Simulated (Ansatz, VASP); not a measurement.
# One calculation of SrFe3, two programs

```xyz
4
Lattice="4.0537 0.0000 0.0000 0.0000 4.0537 0.0000 0.0000 0.0000 4.0537" Properties=species:S:1:pos:R:3 pbc="T T T"
Sr    0.0000    0.0000    0.0000
Fe    0.0000    2.0269    2.0269
Fe    2.0269    2.0269    0.0000
Fe    2.0269    0.0000    2.0269
```

Alike in both runs: task single point; functional PBEsol; k mesh 8 × 8 × 8; occupations gaussian, width 0.05 eV; collinear spin.

|  | VASP | Ansatz |
| --- | --- | --- |
| version | VASP 6.6.1 | Ansatz 0.2.0 |
| potentials or method | VASP PAW PBE potentials, release 64 (Sr_sv, Fe), cutoff 520 eV | scalar-relativistic, plane waves, PAW |
| valence electrons in the cell | 34 | 58 |

|  | VASP | Ansatz | Ansatz less VASP |
| --- | --- | --- | --- |
| gap on the k mesh at the Fermi level (eV) | none | none | - |
| pressure (GPa) | -2.5 | -2.9 | -0.36 |
| net moment per atom (μB) | 1.90 | 1.91 | +0.011 |
| size of the moment on the site where the two differ most (μB) | 2.58 | 2.62 | +0.047 |

VASP's potentials were made for PBE, not for PBEsol. Site moments also hang on the region over which each program counts them. A gap of «none» marks a metal or a gap that the smearing closes. The functional is the same, so the differences come from potentials, cutoffs and numerics. VASP's potentials hold 34 valence electrons a cell and Ansatz's 58, so a difference there can come from the potentials and not from the codes.
